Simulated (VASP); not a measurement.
# BeZnTeO: relaxation of cell and atoms with PBE

BeZnTeO:

```
Be Zn Te O
1.0
     3.79243    0.00000    0.00000
    -1.89621    3.28434    0.00000
     0.00000    0.00000    5.31334
Be Zn Te O
1 1 1 1
Direct
  0.66667 0.33333 0.50000
  0.00000 0.00000 0.50000
  0.66667 0.33333 0.00000
  0.33333 0.66667 0.50000
```

```
Program                : VASP 6.6.1
Task                   : relaxation of cell and atoms
Functional             : PBE
Potentials or basis    : VASP PAW PBE potentials, release 64 (Be, Zn, Te, O)
Cutoff                 : 600 eV
k mesh                 : 12 × 12 × 10
Occupations            : gaussian, width 0.1 eV
Spin                   : no spin polarisation
Dipole correction      : no
Further INCAR settings : ALGO = Normal; EDIFF = 1e-07; IBRION = 2; EDIFFG = -0.01; NSW = 100; ISIF = 3
```

```
Relaxed volume                         : 16.60 Å³/atom
Relaxed cell                           : a = 3.800 Å, b = 3.800 Å, c = 5.311 Å, α = 90.00°, β = 90.00°, γ = 120.00°
Space group after relaxing (to 0.05 Å) : P-6m2 (No. 187)
Energy gained by relaxing              : 0.1 meV/atom
Ionic steps                            : 4
Pressure after relaxing                : 0.0 GPa
Band gap on the k mesh                 : zero (band 13 reaches 5.81 eV, above the bottom of band 14 at 4.56 eV)
```

Stress tensor (GPa, compression positive):
```
 0.01  0.00  0.00
 0.00  0.01  0.00
 0.00  0.00 -0.08
```

Step by step:
| step | energy change (eV) | largest force (eV/Å) | pressure (GPa) | volume (Å³) |
| --- | --- | --- | --- | --- |
| 1 | 0.0000 | 0.0000 | 0.27 | 66.18 |
| 2 | -0.0003 | 0.0000 | -0.05 | 66.45 |
| 3 | -0.0003 | 0.0000 | -0.03 | 66.44 |
| 4 | -0.0003 | 0.0000 | -0.02 | 66.42 |

Final structure:
```cif
data_structure
_symmetry_space_group_name_H-M 'P 1'
_symmetry_Int_Tables_number 1
_cell_length_a 3.8000
_cell_length_b 3.8000
_cell_length_c 5.3112
_cell_angle_alpha 90.000
_cell_angle_beta 90.000
_cell_angle_gamma 120.000
_cell_volume 66.42
loop_
_atom_site_label
_atom_site_type_symbol
_atom_site_fract_x
_atom_site_fract_y
_atom_site_fract_z
_atom_site_occupancy
Be1 Be 0.66667 0.33333 0.50000 1
Zn1 Zn 0.00000 0.00000 0.50000 1
Te1 Te 0.66667 0.33333 0.00000 1
O1 O 0.33333 0.66667 0.50000 1
```

Levels at points of the mesh, in eV from the Fermi level:
```csv
k point,band 10,band 11,band 12,band 13,band 14,band 15,band 16,band 17
"(0.00, 0.00, 0.00)",-3.63,-3.18,-1.13,0.55,0.55,3.37,3.37,5.14
"(0.50, 0.00, 0.00)",-3.47,-3.41,-2.65,-0.10,0.07,2.34,3.19,5.35
"(0.00, 0.00, 0.50)",-3.63,-3.25,1.10,1.10,1.35,2.28,2.28,2.87
"(0.50, 0.00, 0.50)",-4.33,-2.69,-1.96,-0.08,-0.04,3.18,4.45,4.70
```

It took 5 min on 1 thread of Intel(R) Xeon(R) Platinum 8488C (Sapphire Rapids), with other jobs on the host, peak memory 0.35 GiB.

Caveat: spin-orbit coupling is left out, which moves the levels of the heavy elements.
